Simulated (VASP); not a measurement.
# Be (Fd-3m) in VASP: further runs, part 3 of 3

VASP 6.6.1. The steps go on from the part before.

### 5 Single point, BLYP (volume scaled by 1.04)

The input, INCAR:

```
SYSTEM = Be
AGGAC = 1.0 ; AGGAX = 1.0
ALDAC = 0.0 ; ALDAX = 1.0
ALGO = Normal ; EDIFF = 1E-6
ENCUT = 520 ; GGA = B5
ISIF = 2 ; ISMEAR = -1
LASPH = .True. ; LCHARG = .False.
LREAL = .False. ; LWAVE = .False.
NBANDS = 9 ; NELM = 60
PREC = Accurate ; SIGMA = 0.1
```

The input, KPOINTS:

```
k-points
0
Gamma
  12 12 12
  0 0 0
```

The input, POSCAR:

```
Be
1.0
    0.0000000000      2.5184427760      2.5184427760
    2.5184427760      0.0000000000      2.5184427760
    2.5184427760      2.5184427760      0.0000000000
Be
2
Direct
    0.1250000000      0.1250000000      0.1250000000
    0.8750000000      0.8750000000      0.8750000000
```

Potentials or basis: VASP PAW PBE potentials, release 64 (Be).

Started as:

```sh
$ cat potpaw_PBE.64/Be/POTCAR > POTCAR
$ mpirun -np 1 vasp_std > vasp.out
```

OUTCAR:

```text
SYSTEM = Be
   EDIFF = 1E-6
   ENCUT = 520
   GGA = B5
   ISIF = 2
   ISMEAR = -1
   LASPH = .True.
   LREAL = .False.
   NELM = 60
   PREC = Accurate

 ion  position               nearest neighbor table
   1  0.125  0.125  0.125-   2 2.18   2 2.18   2 2.18   2 2.18
   2  0.875  0.875  0.875-   1 2.18   1 2.18   1 2.18   1 2.18

  LATTYP: Found a face centered cubic cell.
 ALAT       =     5.0368855520

  Lattice vectors:

 A1 = (   0.0000000000,   2.5184427760,   2.5184427760)
 A2 = (   2.5184427760,   0.0000000000,   2.5184427760)
 A3 = (   2.5184427760,   2.5184427760,   0.0000000000)

Analysis of symmetry for initial positions (statically):
=====================================================================
 Subroutine PRICEL returns:
 Original cell was already a primitive cell.

 Routine SETGRP: Setting up the symmetry group for a
 face centered cubic supercell.

 Subroutine GETGRP returns: Found 48 space group operations
 (whereof 12 operations were pure point group operations)
 out of a pool of 48 trial point group operations.

The static configuration has the point symmetry D_3d.
 The point group associated with its full space group is O_h .

Analysis of symmetry for dynamics (positions and initial velocities):
=====================================================================
 Subroutine PRICEL returns:
 Original cell was already a primitive cell.

 Routine SETGRP: Setting up the symmetry group for a
 face centered cubic supercell.

 Subroutine GETGRP returns: Found 48 space group operations
 (whereof 12 operations were pure point group operations)
 out of a pool of 48 trial point group operations.

The dynamic configuration has the point symmetry D_3d.
 The point group associated with its full space group is O_h .

 Subroutine INISYM returns: Found 48 space group operations
 (whereof 12 operations are pure point group operations),
 and found     1 'primitive' translations

----------------------------------------------------------------------------------------

[... 111 lines left out ...]
     AMIX     =   0.40;   BMIX     =  1.00
     AMIX_MAG =   1.60;   BMIX_MAG =  1.00
  volume/ion in A,a.u.               =      15.97       107.79
  Fermi-wavevector in a.u.,A,eV,Ry     =   0.819004  1.547693  9.126349  0.670768
  Thomas-Fermi vector in A             =   1.929732
   LORBIT       =      0    0 simple, 1 ext, 2 COOP (PROOUT), +10 PAW based schemes
   GGA     = B5    functional components
   LHFCALC =     F    Hartree Fock is set to
   AEXX    =    0.0000 exact exchange contribution
   IVDW    =     0    specifies the selected vdW correction
   LEPSILON=     F    determine dielectric tensor
   LRPA    =     F    only Hartree local field effects (RPA)
 non-spin polarized calculation
  energy-cutoff  :      520.00
  volume of cell :       31.95
 maximum number of plane-waves:       881
   NGX = 13   NGY = 13   NGZ = 13

 number of electron       4.0000000 magnetization

 Free energy of the ion-electron system (eV)
  ---------------------------------------------------
  ext. energy  EPLUGINS =         0.00000000
  ---------------------------------------------------
  free energy    TOTEN  =        -3.42127056 eV

  energy without entropy =       -3.38615332  energy(sigma->0) =       -3.40371194

 E-fermi :   1.7631     XC(G=0):  -7.6301

 val. band max:        1.7579828684   @ k =  -0.2500   0.2500   0.0000
 cond. band min:       1.7829791351   @ k =  -0.4167   0.3333   0.1667
 fundamental gap:      0.0249962667
 Fermi energy:         1.7630813122

 k-point     1 :       0.0000    0.0000    0.0000
  band No.  band energies     occupation
      1      -5.0780      2.00000
      2       6.0641      0.00000
      3       6.0641      0.00000
      4       6.0641      0.00000
      5       8.7086      0.00000
      6       8.7086      0.00000
      7       8.7086      0.00000
      8      14.7557      0.00000
      9      15.6824      0.00000
[... 265 lines left out ...]
 k-point    24 :      -0.4167    0.1667    0.0000
  band No.  band energies     occupation
      1      -1.7267      2.00000
      2      -0.7926      2.00000
      3       3.0629      0.00000
      4       4.0132      0.00000
      5       9.3968      0.00000
      6      11.1111      0.00000
      7      12.3940      0.00000
      8      14.3027      0.00000
      9      15.9215      0.00000

 [... further k-points ...]
[... 5 lines left out ...]
  --------------------------------------------------------------------------------------
  -------------------------------------------------------------------------------------
  Total       -0.2778584     -0.2778584     -0.2778584     -0.0000000     -0.0000000     -0.0000000
  in kB      -13.9350281    -13.9350281    -13.9350281     -0.0000000     -0.0000000     -0.0000000
  external PRESSURE =     -13.9350281 kB  Pullay stress =       0.0000000 kB

 VOLUME and BASIS-vectors are now :
 -----------------------------------------------------------------------------
  energy-cutoff  :      520.00
  volume of cell :       31.95
      direct lattice vectors                 reciprocal lattice vectors
     0.000000000  2.518442776  2.518442776    -0.198535383  0.198535383  0.198535383
     2.518442776  0.000000000  2.518442776     0.198535383 -0.198535383  0.198535383
     2.518442776  2.518442776  0.000000000     0.198535383  0.198535383 -0.198535383

 POSITION                                       TOTAL-FORCE (eV/Angst)
 -----------------------------------------------------------------------------------
      0.62961      0.62961      0.62961        -0.000000     -0.000000     -0.000000
      4.40727      4.40727      4.40727         0.000000      0.000000      0.000000
 -----------------------------------------------------------------------------------
    total drift:                                0.000000      0.000000      0.000000

  FREE ENERGIE OF THE ION-ELECTRON SYSTEM (eV)
  ---------------------------------------------------
  free  energy   TOTEN  =        -3.4212705630 eV

  energy  without entropy=       -3.3861533204  energy(sigma->0) =       -3.40371194
```

OSZICAR:

```text
N       E                     dE             d eps       ncg     rms          rms(c)
DAV:   1     0.174688020128E+00    0.17469E+00   -0.13899E+03  1296   0.329E+02
DAV:   2    -0.339843149626E+01   -0.35731E+01   -0.34282E+01  1873   0.373E+01
DAV:   3    -0.345888219098E+01   -0.60451E-01   -0.60139E-01  1624   0.397E+00
DAV:   4    -0.345898754561E+01   -0.10535E-03   -0.10534E-03  1768   0.182E-01
DAV:   5    -0.345898765960E+01   -0.11399E-06   -0.11387E-06  1621   0.512E-03    0.952E-01
DAV:   6    -0.343143881552E+01    0.27549E-01   -0.13173E-02  1840   0.643E-01    0.584E-01
DAV:   7    -0.342108699541E+01    0.10352E-01   -0.27992E-02  1892   0.919E-01    0.441E-02
DAV:   8    -0.342125539807E+01   -0.16840E-03   -0.54464E-04  1465   0.143E-01    0.127E-02
DAV:   9    -0.342127160043E+01   -0.16202E-04   -0.32554E-05  1622   0.393E-02    0.314E-03
DAV:  10    -0.342127050405E+01    0.10964E-05   -0.10579E-06  1559   0.847E-03    0.696E-04
DAV:  11    -0.342127056299E+01   -0.58944E-07   -0.11116E-07   805   0.205E-03
   1 F= -.34212706E+01 E0= -.34037119E+01  d E =-.351172E-01
```

Wall time 25 s (1 thread of Intel Xeon 6975P-C, shared host); peak memory 0.15 GiB.

What came out:

```
Free energy            : -3.4213 eV
Pressure               : -1.4 GPa
Band gap on the k mesh : zero (band 2 reaches 6.06 eV, above the bottom of band 3 at 0.68 eV)
```

Levels at points of the mesh, in eV from the Fermi level:
```csv
k point,band 1,band 2,band 3,band 4,band 5,band 6,band 7
"(0.00, 0.00, 0.00)",-6.84,4.30,4.30,4.30,6.95,6.95,6.95
"(0.50, 0.00, 0.00)",-3.61,-3.10,2.73,2.73,8.18,8.18,9.60
"(0.50, 0.50, 0.00)",-2.30,-2.30,0.70,0.70,6.15,6.15,14.06
```

Caveat: the PAW data sets were made with another functional, which shifts forces and pressure a little.

### 6 Overview

```tsv
cell	gap on the mesh (eV)	pressure (GPa)
a = 3.468 Å, angles 60.0°, 2 atoms	none	1.7
a = 3.515 Å, angles 60.0°, 2 atoms	none	0.0
a = 3.562 Å, angles 60.0°, 2 atoms	none	-1.4
```

Alike in all rows: task single point; level BLYP; potentials or basis VASP PAW PBE potentials, release 64 (Be); no spin polarisation; k mesh 12 × 12 × 12; cutoff (eV) 520; smearing fermi-dirac 0.1 eV.

Caveats: the PAW data sets were made with another functional, which shifts forces and pressure a little.

Total energies depend on the potentials used, so only differences within one code and one set of settings carry meaning.
